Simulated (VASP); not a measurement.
Input of a VASP 6.6.1 run:

Contents of INCAR:

```
  ALGO = Normal
  EDIFF = 1E-6
  ENCUT = 600
  GGA = PE
  GGA_COMPAT = False
  ISIF = 2
  ISMEAR = 0
  LASPH = True
  LCHARG = False
  LREAL = False
  LWAVE = False
  NBANDS = 15
  NELM = 120
  PREC = Accurate
  SIGMA = 0.01
```

KPOINTS

```
k-points
0
Gamma
  4 4 4
```

File POSCAR:

```
CaO
1.0
    0.0000000000      2.3729892579      2.3729892579
    2.3729892579      0.0000000000      2.3729892579
    2.3729892579      2.3729892579      0.0000000000
Ca O
1 1
Direct
    0.0000000000      0.0000000000      0.0000000000
    0.5000000000      0.5000000000      0.5000000000
```

Potentials or basis: VASP PAW PBE potentials, release 64 (Ca_sv, O).

Command:

```console
$ cat potpaw_PBE.64/Ca_sv/POTCAR potpaw_PBE.64/O/POTCAR > POTCAR
$ mpirun -np 1 vasp_std > vasp.out
```

Problem. What does it give for the pressure?

Solution. 6.9 GPa.

Problem. Predict the band gap on the k mesh.

Solution. 3.61 eV, indirect (least direct gap 3.98 eV).

Caveat: the k points lie up to 0.57 Å⁻¹ apart. Expect the measured gap to be larger: semilocal functionals such as PBE lack the derivative discontinuity.
